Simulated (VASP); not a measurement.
# TiTe2 in VASP: notebook

Runs on TiTe2. Level: PBE+D3(BJ). Tasks: single point.

Everything below comes from runs of VASP 6.6.1. Logs are shortened: lines on timing, memory, paths and dates and some standing lists are left out, and cuts for length are marked.

### Step 1. The cell of the first run

The cell holds a sheet with vacuum, 6 atoms: a = 3.685 Å, b = 3.685 Å, c = 43.641 Å, α = 90.00°, β = 90.00°, γ = 120.00°.

### Step 2. Single point, PBE+D3(BJ)

INCAR reads:

```
SYSTEM = TiTe2
PREC     = Accurate       ! precision mode
ENCUT    = 520            ! plane-wave cutoff, eV
EDIFF    = 1E-6           ! SCF threshold, eV
ISMEAR   = 0              ! smearing method
SIGMA    = 0.1            ! smearing width, eV
LREAL    = .False.        ! projectors in reciprocal space
LASPH    = .True.         ! aspherical terms in the spheres
NELM     = 80             ! most SCF steps
ALGO     = Normal         ! electronic algorithm
ISIF     = 2              ! what is computed and relaxed
LWAVE    = .False.        ! write WAVECAR
LCHARG   = .True.         ! write CHGCAR
LDIPOL   = .True.       
IDIPOL   = 3            
DIPOL    = 0.5 0.5 0.275
GGA      = PE             ! functional
IVDW     = 12             ! dispersion correction
LELF     = .True.         ! ELF
LVHAR    = .True.       
LVACPOTAV= .True.       
NBANDS   = 33             ! bands
```

KPOINTS reads:

```
Automatic mesh
0
Gamma
  6 6 1
  0 0 0
```

POSCAR reads:

```
TiTe2
1.0
    3.6850610000      0.0000000000      0.0000000000
   -1.8425310000      3.1913570000      0.0000000000
    0.0000000000      0.0000000000     43.6410600000
Ti Te
2 4
Direct
    0.0000000000      0.0000000000      0.2011800000
    0.0000000000      0.0000000000      0.3487610000
    0.6666670000      0.3333330000      0.2409120000
    0.3333330000      0.6666670000      0.1607040000
    0.3333330000      0.6666670000      0.3090290000
    0.6666670000      0.3333330000      0.3892370000
```

Potentials or basis: VASP PAW PBE potentials, release 64 (Ti_sv, Te).

Launch:

```
$ cat potpaw_PBE.64/Ti_sv/POTCAR potpaw_PBE.64/Te/POTCAR > POTCAR
$ mpirun -np 1 vasp_std > vasp.out
```

OUTCAR:

```text
SYSTEM = TiTe2
   PREC = Accurate
   ENCUT = 520
   EDIFF = 1E-6
   ISMEAR = 0
   LREAL = .False.
   LASPH = .True.
   NELM = 80
   ISIF = 2
   GGA = PE
   IVDW = 12
 IVDW          = 12

 ion  position               nearest neighbor table
   1  0.000  0.000  0.201-   3 2.74   3 2.74   3 2.74   4 2.77   4 2.77   4 2.77
   2  0.000  0.000  0.349-   5 2.74   5 2.74   5 2.74   6 2.77   6 2.77   6 2.77
   3  0.667  0.333  0.241-   1 2.74   1 2.74   1 2.74   5 3.66   5 3.66   5 3.66
   4  0.333  0.667  0.161-   1 2.77   1 2.77   1 2.77
   5  0.333  0.667  0.309-   2 2.74   2 2.74   2 2.74   3 3.66   3 3.66   3 3.66
   6  0.667  0.333  0.389-   2 2.77   2 2.77   2 2.77

  LATTYP: Found a hexagonal cell.
 ALAT       =     3.6850610000
 C/A-ratio  =    11.8426967695

  Lattice vectors:

 A1 = (   3.6850610000,   0.0000000000,   0.0000000000)
 A2 = (  -1.8425310000,   3.1913570000,   0.0000000000)
 A3 = (   0.0000000000,   0.0000000000,  43.6410600000)

Analysis of symmetry for initial positions (statically):
=====================================================================
 Subroutine PRICEL returns:
 Original cell was already a primitive cell.

 Routine SETGRP: Setting up the symmetry group for a
 hexagonal supercell.

 Subroutine GETGRP returns: Found 12 space group operations
 (whereof  6 operations were pure point group operations)
 out of a pool of 24 trial point group operations.

The static configuration has the point symmetry C_3v.
 The point group associated with its full space group is D_3d.

Analysis of symmetry for dynamics (positions and initial velocities):
=====================================================================
 Subroutine PRICEL returns:
 Original cell was already a primitive cell.

 Routine SETGRP: Setting up the symmetry group for a
 hexagonal supercell.

 Subroutine GETGRP returns: Found 12 space group operations
 (whereof  6 operations were pure point group operations)
 out of a pool of 24 trial point group operations.

The dynamic configuration has the point symmetry C_3v.
 The point group associated with its full space group is D_3d.

 Subroutine INISYM returns: Found 12 space group operations
 (whereof  6 operations are pure point group operations),
 and found     1 'primitive' translations

----------------------------------------------------------------------------------------

                                     Primitive cell

  volume of cell :     513.2339
[... 89 lines left out ...]
   PSTRESS=    0.0 pullay stress
   NELECT =      48.0000    total number of electrons
   NUPDOWN=      -1.0000    fix difference up-down
   EMIN   =  10.00;   EMAX   =-10.00  energy-range for DOS
   EFERMI =   0.00;   METHOD = LEGACY
   ISMEAR =     0;   SIGMA  =   0.10  broadening in eV -4-tet -1-fermi 0-gaus
   EFERMI_NEDOS =   21; number of points for ismear=-14 and -15
   IALGO  =     38    algorithm
   IMIX   =      4    mixing-type and parameters
     AMIX     =   0.40;   BMIX     =  1.00
     AMIX_MAG =   1.60;   BMIX_MAG =  1.00
  volume/ion in A,a.u.               =      85.54       577.25
  Fermi-wavevector in a.u.,A,eV,Ry     =   0.743105  1.404265  7.513204  0.552205
  Thomas-Fermi vector in A             =   1.838142
   LORBIT       =      0    0 simple, 1 ext, 2 COOP (PROOUT), +10 PAW based schemes
   GGA     = PE    functional components
   LHFCALC =     F    Hartree Fock is set to
   AEXX    =    0.0000 exact exchange contribution
   IVDW    =    12    specifies the selected vdW correction
   LEPSILON=     F    determine dielectric tensor
   LRPA    =     F    only Hartree local field effects (RPA)
 non-spin polarized calculation
 Gauss-broadening in eV      SIGMA  =   0.10
  energy-cutoff  :      520.00
  volume of cell :      513.23
 maximum number of plane-waves:     13902
 NGX is ok and might be reduce to    28
   NGX = 13   NGY = 13   NGZ =163

 dipolmoment           0.000000      0.000000      0.000249 electrons x Angstroem

 number of electron      48.0000006 magnetization

 dipolmoment           0.000000      0.000000     -0.000004 electrons x Angstroem

 Free energy of the ion-electron system (eV)
  ---------------------------------------------------
  ext. energy  EPLUGINS =         0.00000000
  ---------------------------------------------------
  free energy    TOTEN  =       -32.27808024 eV

  energy without entropy =      -32.25127419  energy(sigma->0) =      -32.26467721

 E-fermi :  -1.2975     XC(G=0):  -3.3089

 val. band max:       -1.3161331652   @ k =   0.3333   0.0000   0.0000
 cond. band min:      -1.2857339221   @ k =   0.1667   0.0000   0.0000
 fundamental gap:      0.0303992431
 Fermi energy:        -1.2975146292

 k-point     1 :       0.0000    0.0000    0.0000
  band No.  band energies     occupation
      1     -58.5914      2.00000
      2     -58.5914      2.00000
      3     -34.8422      2.00000
      4     -34.8422      2.00000
      5     -34.8422      2.00000
      6     -34.8421      2.00000
[... 241 lines left out ...]
     32       1.1197      0.00000
     33       1.6421      0.00000

------------------------ aborting loop because EDIFF is reached ----------------------------------------

 vacuum level on the upper side and lower side of the slab       (xc-potential included)        -0.137        -0.139

 Edisp (eV)   -2.61819

 E8    (eV) :    -1.2484

  FORCE on cell =-STRESS in cart. coord.  units (eV):
  Direction    XX          YY          ZZ          XY          YZ          ZX
  --------------------------------------------------------------------------------------
  -------------------------------------------------------------------------------------
  Total       0.18028     0.18028    -0.07074    -0.00000     0.00000    -0.00000
  in kB       0.56278     0.56278    -0.22082    -0.00000     0.00000    -0.00000
  external pressure =        0.30 kB  Pullay stress =        0.00 kB

 VOLUME and BASIS-vectors are now :
 -----------------------------------------------------------------------------
  energy-cutoff  :      520.00
  volume of cell :      513.23
      direct lattice vectors                 reciprocal lattice vectors
     3.685061000  0.000000000  0.000000000     0.271365929  0.156673207  0.000000000
    -1.842531000  3.191357000  0.000000000     0.000000000  0.313346329  0.000000000
     0.000000000  0.000000000 43.641060000     0.000000000  0.000000000  0.022914201

 POSITION                                       TOTAL-FORCE (eV/Angst)
 -----------------------------------------------------------------------------------
      0.00000      0.00000      8.77971         0.000000     -0.000000      0.037218
      0.00000      0.00000     15.22030         0.000000      0.000000     -0.037218
      1.84253      1.06378     10.51366        -0.000000      0.000000     -0.004702
     -0.00000      2.12757      7.01329         0.000000     -0.000000     -0.017458
     -0.00000      2.12757     13.48635         0.000000     -0.000000      0.004702
      1.84253      1.06378     16.98672        -0.000000      0.000000      0.017458
 -----------------------------------------------------------------------------------
    total drift:                                0.000000      0.000000      0.000012

  FREE ENERGIE OF THE ION-ELECTRON SYSTEM (eV)
  ---------------------------------------------------
  free  energy   TOTEN  =       -34.8962690877 eV

  energy  without entropy=      -34.8694630376  energy(sigma->0) =      -34.88286606

 vacuum level on the upper side and lower side of the slab         3.642         3.642
```

OSZICAR:

```text
N       E                     dE             d eps       ncg     rms          rms(c)
DAV:   1     0.382815435392E+03    0.38282E+03   -0.20055E+04   574   0.113E+03
DAV:   2     0.123444901831E+02   -0.37047E+03   -0.36027E+03   612   0.283E+02
DAV:   3    -0.304601759736E+02   -0.42805E+02   -0.42335E+02   714   0.901E+01
[... 19 lines left out ...]
DAV:  23    -0.322780650379E+02   -0.11830E-04   -0.24290E-07   277   0.257E-03    0.320E-03
DAV:  24    -0.322780760160E+02   -0.10978E-04   -0.39350E-07   373   0.265E-03    0.101E-03
DAV:  25    -0.322780776994E+02   -0.16835E-05   -0.39043E-08   260   0.898E-04    0.672E-04
DAV:  26    -0.322780798701E+02   -0.21707E-05   -0.67547E-08   277   0.116E-03    0.574E-04
DAV:  27    -0.322780802353E+02   -0.36516E-06   -0.82685E-09   243   0.492E-04
   1 F= -.34896269E+02 E0= -.34882866E+02  d E =-.268061E-01
```

stdout:

```text
POSCAR found type information on POSCAR TiTe
 POSCAR found :  2 types and       6 ions
 scaLAPACK will be used
 LDA part: xc-table for (Slater+PW92), standard interpolation
 POSCAR, INCAR and KPOINTS ok, starting setup
 FFT: planning ... GRIDC
 FFT: planning ... GRID_SOFT
 FFT: planning ... GRID
 WAVECAR not read
 entering main loop
```

Wall time 2.9 min (1 thread of Intel Xeon Platinum 8559C (Emerald Rapids), shared host); peak memory 0.6 GiB.

What came out:

```
Free energy                     : -34.8963 eV
Largest force                   : 0.037 eV/Å
Band gap on the k mesh          : zero (band 24 reaches -0.73 eV, above the bottom of band 25 at -1.47 eV)
Dispersion energy per atom      : -0.436 eV
Work function of the upper face : 4.94 eV
Work function of the lower face : 4.94 eV
```

Forces in eV/Å, atoms in the order of the input:
```
Ti   0.000  0.000  0.037
Ti   0.000  0.000 -0.037
Te   0.000  0.000 -0.005
Te   0.000  0.000 -0.017
Te   0.000  0.000  0.005
Te   0.000  0.000  0.017
```

Levels at points of the mesh, in eV from the Fermi level:
| k point | band 20 | band 21 | band 22 | band 23 | band 24 | band 25 | band 26 | band 27 | band 28 | band 29 |
| --- | --- | --- | --- | --- | --- | --- | --- | --- | --- | --- |
| (0.00, 0.00, 0.00) | -0.58 | 0.44 | 0.56 | 0.56 | 0.57 | 0.57 | 1.09 | 1.25 | 1.25 | 1.45 |
| (0.50, 0.00, 0.00) | -1.82 | -1.61 | -1.31 | -0.66 | -0.38 | -0.18 | 0.02 | 1.41 | 1.41 | 1.75 |

Caveat: spin-orbit coupling is left out, which moves the levels of the heavy elements.

[end of part 1 of 2]
